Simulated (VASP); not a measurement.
Wanted: the native input for a VASP 6.6.1 run.

```yaml
Task: relaxation of cell and atoms
Functional: r2SCAN
Potentials_or_basis: VASP PAW PBE potentials, release 64 (C)
Cutoff: 600 eV
k_mesh: 8 × 8 × 8
Occupations: fermi-dirac, width 0.05 eV
Spin: no spin polarisation
Dipole_correction: no
Further_INCAR_settings: ALGO = Normal; EDIFF = 1e-06; IBRION = 2; EDIFFG = -0.01; NSW = 80; ISIF = 3
```

The system is C.

```
CELL_PARAMETERS angstrom
0.00000 1.78340 1.78340
1.78340 0.00000 1.78340
1.78340 1.78340 0.00000
ATOMIC_POSITIONS crystal
C 0.50000 0.50000 0.50000
C 0.75000 0.75000 0.75000
```

These files were run (other wordings do the same):

POSCAR

```
C
1.0
    0.0000000000      1.7834000000      1.7834000000
    1.7834000000      0.0000000000      1.7834000000
    1.7834000000      1.7834000000      0.0000000000
C
2
Direct
    0.5000000000      0.5000000000      0.5000000000
    0.7500000000      0.7500000000      0.7500000000
```

INCAR.step1

```
SYSTEM = C
PREC = Accurate
ENCUT = 600
ISMEAR = -1
SIGMA = 0.05
LREAL = .FALSE.
LASPH = .TRUE.
NELM = 80
GGA = PE
ALGO = Normal
EDIFF = 1E-4
LWAVE = .TRUE.
LCHARG = .FALSE.
```

INCAR.step2

```
SYSTEM = C
PREC = Accurate
ENCUT = 600
EDIFF = 1E-6
ISMEAR = -1
SIGMA = 0.05
LREAL = .FALSE.
LASPH = .TRUE.
NELM = 80
ALGO = Normal
ISIF = 3
LWAVE = .FALSE.
LCHARG = .FALSE.
METAGGA = R2SCAN
LMIXTAU = .TRUE.
IBRION = 2
NSW = 80
EDIFFG = -0.01
ISTART = 1
```

KPOINTS

```
regular mesh
0
G
  8 8 8
  0 0 0
```

Potentials or basis: VASP PAW PBE potentials, release 64 (C).

Launch:

```sh
$ cat potpaw_PBE.64/C/POTCAR > POTCAR
$ cp INCAR.step1 INCAR
$ mpirun -np 1 vasp_std > vasp.out
$ cp INCAR.step2 INCAR
$ mpirun -np 1 vasp_std > vasp.out
```

Results of the run:

```yaml
Relaxed_volume: 5.65 Å³/atom
Relaxed_cell: a = 2.518 Å, b = 2.518 Å, c = 2.518 Å, α = 60.00°, β = 60.00°, γ = 60.00°
Space_group_after_relaxing_to_0.05_Å: Fd-3m (No. 227)
Energy_gained_by_relaxing: 0.2 meV/atom
Ionic_steps: 3
Pressure_after_relaxing: 0.0 GPa
Band_gap_on_the_k_mesh: 4.34 eV, indirect (least direct gap 5.85 eV)
```

Caveat: the PAW data sets were made with another functional, which shifts forces and pressure a little.

Run time: 14 s on 1 thread of Intel(R) Xeon(R) 6975P-C (Granite Rapids), with other jobs on the host, peak memory 0.11 GiB.
